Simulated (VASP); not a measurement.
# K (Im-3m) in VASP: a series of runs

Runs on K. Level: PBEsol. Tasks: relaxation of cell and atoms.

All numbers are computed with VASP 6.6.1; they aren't measurements. Logs are shortened: lines on timing, memory, paths and dates and some standing lists are left out, and cuts for length are marked.

## (1) The cell of the first run

The structure is cubic, space group Im-3m (No. 229). The conventional cell has a = 5.395 Å, b = 5.395 Å, c = 5.395 Å, α = 90.00°, β = 90.00°, γ = 90.00°.

## (2) Relaxation of cell and atoms, PBEsol, target pressure 5 GPa, at which the enthalpy is minimised

Contents of INCAR:

```
SYSTEM = K
PREC     = Accurate       ! precision mode
ENCUT    = 600            ! plane-wave cutoff, eV
EDIFF    = 1E-7           ! SCF threshold, eV
ISMEAR   = -1             ! smearing method
SIGMA    = 0.05           ! smearing width, eV
LREAL    = .False.        ! projectors in reciprocal space
LASPH    = .True.         ! aspherical terms in the spheres
NELM     = 100            ! most SCF steps
ALGO     = Normal         ! electronic algorithm
ISIF     = 3              ! what is computed and relaxed
LWAVE    = .False.        ! write WAVECAR
LCHARG   = .False.        ! write CHGCAR
GGA      = PS             ! functional
IBRION   = 2              ! ionic algorithm
NSW      = 80             ! ionic steps
EDIFFG   = -0.01          ! ionic threshold
PSTRESS  = 50.0
```

Contents of KPOINTS:

```
Automatic mesh
0
Gamma
  7 7 7
  0 0 0
```

Contents of POSCAR:

```
K
1.0
   -2.6975585167      2.6975585167      2.6975585167
    2.6975585167     -2.6975585167      2.6975585167
    2.6975585167      2.6975585167     -2.6975585167
K
1
Direct
    0.0000000000      0.0000000000      0.0000000000
```

Potentials or basis: VASP PAW PBE potentials, release 64 (K_sv).

The run is started by

```bash
cat potpaw_PBE.64/K_sv/POTCAR > POTCAR
mpirun -np 1 vasp_std > vasp.out
```

OUTCAR:

```text
SYSTEM = K
   PREC = Accurate
   ENCUT = 600
   EDIFF = 1E-7
   ISMEAR = -1
   LREAL = .False.
   LASPH = .True.
   NELM = 100
   ISIF = 3
   GGA = PS
   IBRION = 2
   NSW = 80
   EDIFFG = -0.01
   PSTRESS = 50.0

 ion  position               nearest neighbor table
   1  0.000  0.000  0.000-

  LATTYP: Found a body centered cubic cell.
 ALAT       =     5.3951170334

  Lattice vectors:

 A1 = (  -2.6975585167,   2.6975585167,   2.6975585167)
 A2 = (   2.6975585167,  -2.6975585167,   2.6975585167)
 A3 = (   2.6975585167,   2.6975585167,  -2.6975585167)

Analysis of symmetry for initial positions (statically):
=====================================================================
 Subroutine PRICEL returns:
 Original cell was already a primitive cell.

 Routine SETGRP: Setting up the symmetry group for a
 body centered cubic supercell.

 Subroutine GETGRP returns: Found 48 space group operations
 (whereof 48 operations were pure point group operations)
 out of a pool of 48 trial point group operations.

The static configuration has the point symmetry O_h .

Analysis of symmetry for dynamics (positions and initial velocities):
=====================================================================
 Subroutine PRICEL returns:
 Original cell was already a primitive cell.

 Routine SETGRP: Setting up the symmetry group for a
 body centered cubic supercell.

 Subroutine GETGRP returns: Found 48 space group operations
 (whereof 48 operations were pure point group operations)
 out of a pool of 48 trial point group operations.

The dynamic configuration has the point symmetry O_h .

 Subroutine INISYM returns: Found 48 space group operations
 (whereof 48 operations are pure point group operations),
 and found     1 'primitive' translations

----------------------------------------------------------------------------------------

                                     Primitive cell

  volume of cell :      78.5186

  direct lattice vectors                    reciprocal lattice vectors
    -2.697558517  2.697558517  2.697558517     0.000000000  0.185352791  0.185352791
     2.697558517 -2.697558517  2.697558517     0.185352791  0.000000000  0.185352791
     2.697558517  2.697558517 -2.697558517     0.185352791  0.185352791  0.000000000

  length of vectors
     4.672308407  4.672308407  4.672308407     0.262128431  0.262128431  0.262128431

  position of ions in fractional coordinates (direct lattice)
     0.000000000  0.000000000  0.000000000

  ion indices of the primitive-cell ions
   primitive index   ion index
                 1           1

----------------------------------------------------------------------------------------

 KPOINTS: Automatic mesh

Automatic generation of k-mesh.
 Grid dimensions read from file:
 generate k-points for:    7    7    7

 Generating k-lattice:

  Cartesian coordinates                     Fractional coordinates (reciprocal lattice)
     0.000000000  0.026478970  0.026478970     0.142857143  0.000000000  0.000000000
     0.026478970  0.000000000  0.026478970     0.000000000  0.142857143  0.000000000
     0.026478970  0.026478970  0.000000000     0.000000000  0.000000000  0.142857143

  Length of vectors
     0.037446919  0.037446919  0.037446919

  Shift w.r.t. Gamma in fractional coordinates (k-lattice)
     0.000000000  0.000000000  0.000000000

 Subroutine IBZKPT returns following result:
 ===========================================

 Found     20 irreducible k-points:

 Following reciprocal coordinates:
            Coordinates               Weight
  0.000000  0.000000  0.000000      1.000000
  0.142857  0.000000  0.000000     12.000000
  0.285714  0.000000  0.000000     12.000000
  0.428571  0.000000  0.000000     12.000000
  0.142857  0.142857  0.000000     24.000000
  0.285714  0.142857 -0.000000     48.000000
[... 12 lines left out ...]
 -0.428571 -0.428571  0.285714      8.000000
 -0.428571  0.428571  0.428571      6.000000
   k-points           NKPTS =     20   k-points in BZ     NKDIM =     20   number of bands    NBANDS=      8
   number of dos      NEDOS =    301   number of ions     NIONS =      1
   total plane-waves  NPLWV =  64000
   dimension x,y,z NGX =    40 NGY =   40 NGZ =   40
   dimension x,y,z NGXF=    80 NGYF=   80 NGZF=   80
   ions per type =               1
   NGX,Y,Z   is equivalent  to a cutoff of  14.23, 14.23, 14.23 a.u.
   NGXF,Y,Z  is equivalent  to a cutoff of  28.46, 28.46, 28.46 a.u.
 SYSTEM =  K
   PREC   = accura    normal or accurate (medium, high low for compatibility)
   ISTART =      0    job   : 0-new  1-cont  2-samecut
   ICHARG =      2    charge: 1-file 2-atom 10-const
   ISPIN  =      1    spin polarized calculation?
   LNONCOLLINEAR =      F non collinear calculations
   LSORBIT =      F    spin-orbit coupling
   LASPH  =      T    aspherical Exc in radial PAW
   ENCUT  =  600.0 eV  44.10 Ry    6.64 a.u.   9.33  9.33  9.33*2*pi/ulx,y,z
   NELM   =    100;   NELMIN=  2; NELMDL= -5     # of ELM steps
   EDIFF  = 0.1E-06   stopping-criterion for ELM
   LREAL  =      F    real-space projection
   EDIFFG = -.1E-01   stopping-criterion for IOM
   NSW    =     80    number of steps for IOM
   IBRION =      2    ionic relax: 0-MD 1-quasi-New 2-CG
   NFREE  =      1    steps in history (QN), initial steepest desc. (CG)
   ISIF   =      3    stress and relaxation
   ISYM   =      2    0-nonsym 1-usesym 2-fastsym
   POTIM  = 0.5000    time-step for ionic-motion
   TEBEG  =    0.0;   TEEND  =   0.0 temperature during run
   PSTRESS=   50.0 pullay stress
   NELECT =       9.0000    total number of electrons
   NUPDOWN=      -1.0000    fix difference up-down
   EMIN   =  10.00;   EMAX   =-10.00  energy-range for DOS
   EFERMI =   0.00;   METHOD = LEGACY
   ISMEAR =    -1;   SIGMA  =   0.05  broadening in eV -4-tet -1-fermi 0-gaus
   EFERMI_NEDOS =   21; number of points for ismear=-14 and -15
   IALGO  =     38    algorithm
   IMIX   =      4    mixing-type and parameters
     AMIX     =   0.40;   BMIX     =  1.00
     AMIX_MAG =   1.60;   BMIX_MAG =  1.00
  volume/ion in A,a.u.               =      78.52       529.87
  Fermi-wavevector in a.u.,A,eV,Ry     =   0.795240  1.502785  8.604411  0.632406
  Thomas-Fermi vector in A             =   1.901529
   LORBIT       =      0    0 simple, 1 ext, 2 COOP (PROOUT), +10 PAW based schemes
   GGA     = PS    functional components
   LHFCALC =     F    Hartree Fock is set to
   AEXX    =    0.0000 exact exchange contribution
   IVDW    =     0    specifies the selected vdW correction
   LEPSILON=     F    determine dielectric tensor
   LRPA    =     F    only Hartree local field effects (RPA)
 conjugate gradient relaxation of ions
 non-spin polarized calculation
  energy-cutoff  :      600.00
  volume of cell :       78.52
 maximum number of plane-waves:      2659
 NGX is ok and might be reduce to    40
   NGX = 19   NGY = 19   NGZ = 19

--------------------------------------- Ionic step        1  -------------------------------------------

 number of electron       9.0000001 magnetization

 Free energy of the ion-electron system (eV)
  ---------------------------------------------------
  ext. energy  EPLUGINS =         0.00000000
  ---------------------------------------------------
  free energy    TOTEN  =        -1.13035128 eV

  energy without entropy =       -1.12318344  energy(sigma->0) =       -1.12676736

 E-fermi :  -0.3085     XC(G=0):  -5.5367

 val. band max:       -0.3745971433   @ k =  -0.2857   0.4286   0.1429
 cond. band min:      -0.1796907105   @ k =  -0.4286   0.4286   0.1429
 fundamental gap:      0.1949064329
 Fermi energy:        -0.3084585588

 k-point     1 :       0.0000    0.0000    0.0000
  band No.  band energies     occupation
      1     -32.3394      2.00000
      2     -15.8532      2.00000
      3     -15.8532      2.00000
      4     -15.8532      2.00000
      5      -2.3667      2.00000
      6       3.9297      0.00000
      7       3.9297      0.00000
      8       3.9297      0.00000
[... 309 lines left out ...]
  FREE ENERGIE OF THE ION-ELECTRON SYSTEM (eV)
  ---------------------------------------------------
  free  energy   TOTEN  =        -0.9108275424 eV

  energy  without entropy=       -0.9047113950  energy(sigma->0) =       -0.90776947

  enthalpy is  TOTEN    =         0.4839485087 eV   P V=        1.3947760512

[... ionic steps 4 to 15 ...]

--------------------------------------- Ionic step       16  -------------------------------------------

 number of electron       9.0000000 magnetization

------------------------ aborting loop because EDIFF is reached ----------------------------------------

  FORCE on cell =-STRESS in cart. coord.  units (eV):
  Direction    XX          YY          ZZ          XY          YZ          ZX
  --------------------------------------------------------------------------------------
  -------------------------------------------------------------------------------------
  Total        1.2990095      1.2990095      1.2990095     -0.0000000      0.0000000      0.0000000
  in kB       48.9484420     48.9484420     48.9484420     -0.0000000      0.0000000      0.0000000
  external PRESSURE =      -1.0515580 kB  Pullay stress =      50.0000000 kB
[... 59 lines left out ...]
  enthalpy is  TOTEN    =         0.4764137595 eV   P V=        1.3248536581

--------------------------------------- Ionic step       18  -------------------------------------------

 number of electron       9.0000000 magnetization

 Free energy of the ion-electron system (eV)
  ---------------------------------------------------
  ext. energy  EPLUGINS =         0.00000000
  ---------------------------------------------------
  free energy    TOTEN  =        -0.84436102 eV

  energy without entropy =       -0.83814831  energy(sigma->0) =       -0.84125467

 E-fermi :   1.4522     XC(G=0):  -7.2908

 val. band max:        1.4031666006   @ k =  -0.2857   0.4286   0.1429
 cond. band min:       1.5899010897   @ k =  -0.4286   0.4286   0.1429
 fundamental gap:      0.1867344891
 Fermi energy:         1.4522184178

 k-point     1 :       0.0000    0.0000    0.0000
  band No.  band energies     occupation
      1     -30.4469      2.00000
      2     -13.8208      2.00000
      3     -13.8208      2.00000
      4     -13.8208      2.00000
      5      -1.5722      2.00000
      6       6.1064      0.00000
      7       6.1064      0.00000
      8       6.1064      0.00000
[... 235 lines left out ...]
  FREE ENERGIE OF THE ION-ELECTRON SYSTEM (eV)
  ---------------------------------------------------
  free  energy   TOTEN  =        -0.8443610208 eV

  energy  without entropy=       -0.8381483102  energy(sigma->0) =       -0.84125467

  enthalpy is  TOTEN    =         0.4763742329 eV   P V=        1.3207352537

 reached required accuracy - stopping structural energy minimisation
```

Wall time 1.8 min (1 thread of Intel Xeon 6975P-C, shared host); peak memory 0.25 GiB.

Results:

```yaml
Free_energy: -0.8444 eV
Relaxed_volume: 42.32 Å³/atom
Relaxed_cell: a = 3.802 Å, b = 3.802 Å, c = 3.802 Å, α = 109.47°, β = 109.47°, γ = 109.47°
Space_group_after_relaxing_to_0.05_Å: Im-3m (No. 229)
Energy_change_on_relaxing_the_enthalpy_is_what_falls: +286.0 meV/atom
Ionic_steps: 18
Pressure_after_relaxing: 5.0 GPa
```

Step by step:
```
step  energy change (eV)  largest force (eV/Å)  pressure (GPa)  volume (Å³)
   1              0.0000                0.0000           -0.32        78.52
   2              0.0797                0.0000            1.95        52.48
   3              0.2195                0.0000            4.03        44.69
   4              0.2957                0.0000            5.12        42.01
   5              0.2774                0.0000            4.86        42.60
   6              0.2776                0.0000            4.86        42.60
   7              0.2779                0.0000            4.87        42.59
   8              0.2779                0.0000            4.87        42.58
   9              0.2779                0.0000            4.86        42.58
  10              0.2779                0.0000            4.86        42.58
  11              0.2779                0.0000            4.86        42.58
  12              0.2780                0.0000            4.87        42.58
  13              0.2781                0.0000            4.87        42.58
  14              0.2784                0.0000            4.87        42.57
  15              0.2789                0.0000            4.88        42.55
  16              0.2799                0.0000            4.89        42.52
  17              0.2819                0.0000            4.92        42.45
  18              0.2860                0.0000            4.98        42.32
```

Final structure:
```
K
1.0
    -2.19532    2.19532    2.19532
     2.19532   -2.19532    2.19532
     2.19532    2.19532   -2.19532
K
1
Cartesian
  -2.1953 2.1953 2.1953
```

Caveat: the cell is relaxed towards a set pressure, so the enthalpy falls and the energy may rise; the volume moved by over 15 % at a fixed basis, so the end points are rough; the PAW data sets were made with another functional, which shifts forces and pressure a little.

## (3) Relaxation of cell and atoms, PBEsol, target pressure 10 GPa, at which the enthalpy is minimised

Contents of INCAR:

```
SYSTEM = K
PREC = Accurate
ENCUT = 600
EDIFF = 1E-7
ISMEAR = -1
SIGMA = 0.05
LREAL = .FALSE.
LASPH = .TRUE.
NELM = 80
ALGO = Normal
ISIF = 3
LWAVE = .FALSE.
LCHARG = .FALSE.
GGA = PS
IBRION = 2
NSW = 80
EDIFFG = -0.01
PSTRESS = 100.0
```

Contents of KPOINTS:

```
regular mesh
0
G
  7 7 7
  0 0 0
```

POSCAR is that of step 2.

Potentials or basis: VASP PAW PBE potentials, release 64 (K_sv).

The run is started by

```bash
cat potpaw_PBE.64/K_sv/POTCAR > POTCAR
mpirun -np 1 vasp_std > vasp.out
```

Run time: 2.8 min. Hardware: 1 thread of Intel Xeon 6975P-C, shared host; peak memory 0.25 GiB.

Results (log left out):

* Free energy: -0.4957 eV
* Relaxed volume: 34.56 Å³/atom
* Relaxed cell: a = 3.554 Å, b = 3.554 Å, c = 3.554 Å, α = 109.47°, β = 109.47°, γ = 109.47°
* Space group after relaxing (to 0.05 Å): Im-3m (No. 229)
* Energy change on relaxing (the enthalpy is what falls): +634.7 meV/atom
* Ionic steps: 17
* Pressure after relaxing: 10.0 GPa

The path:
| step | energy change (eV) | largest force (eV/Å) | pressure (GPa) | volume (Å³) |
| --- | --- | --- | --- | --- |
| 1 | 0.0000 | 0.0000 | -0.32 | 78.52 |
| 2 | 0.6744 | 0.0000 | 10.58 | 33.94 |
| 3 | 0.6403 | 0.0000 | 10.08 | 34.47 |
| 4 | 0.6002 | 0.0000 | 9.50 | 35.12 |
| 5 | 0.6009 | 0.0000 | 9.58 | 35.11 |
| 6 | 0.6030 | 0.0000 | 9.54 | 35.08 |
| 7 | 0.6030 | 0.0000 | 9.54 | 35.08 |
| 8 | 0.6031 | 0.0000 | 9.54 | 35.07 |
| 9 | 0.6033 | 0.0000 | 9.56 | 35.07 |
| 10 | 0.6036 | 0.0000 | 9.55 | 35.07 |
| 11 | 0.6043 | 0.0000 | 9.56 | 35.05 |
| 12 | 0.6056 | 0.0000 | 9.58 | 35.03 |
| 13 | 0.6081 | 0.0000 | 9.62 | 34.99 |
| 14 | 0.6134 | 0.0000 | 9.69 | 34.90 |
| 15 | 0.6239 | 0.0000 | 9.84 | 34.73 |
| 16 | 0.6453 | 0.0000 | 10.15 | 34.39 |
| 17 | 0.6347 | 0.0000 | 10.00 | 34.56 |

Final structure:
```yaml
crystal:
  lattice:
    - [-2.05190, 2.05190, 2.05190]
    - [2.05190, -2.05190, 2.05190]
    - [2.05190, 2.05190, -2.05190]
  atoms:
    - { symbol: K, position: [0.00000, 0.00000, 0.00000] }
```

Levels at points of the mesh, in eV from the Fermi level:
| k point | band 1 | band 2 | band 3 | band 4 | band 5 | band 6 | band 7 | band 8 |
| --- | --- | --- | --- | --- | --- | --- | --- | --- |
| (0.00, 0.00, 0.00) | -32.10 | -15.32 | -15.32 | -15.32 | -3.36 | 4.62 | 4.62 | 4.62 |

Caveat: the cell is relaxed towards a set pressure, so the enthalpy falls and the energy may rise; the volume moved by over 15 % at a fixed basis, so the end points are rough; the PAW data sets were made with another functional, which shifts forces and pressure a little.
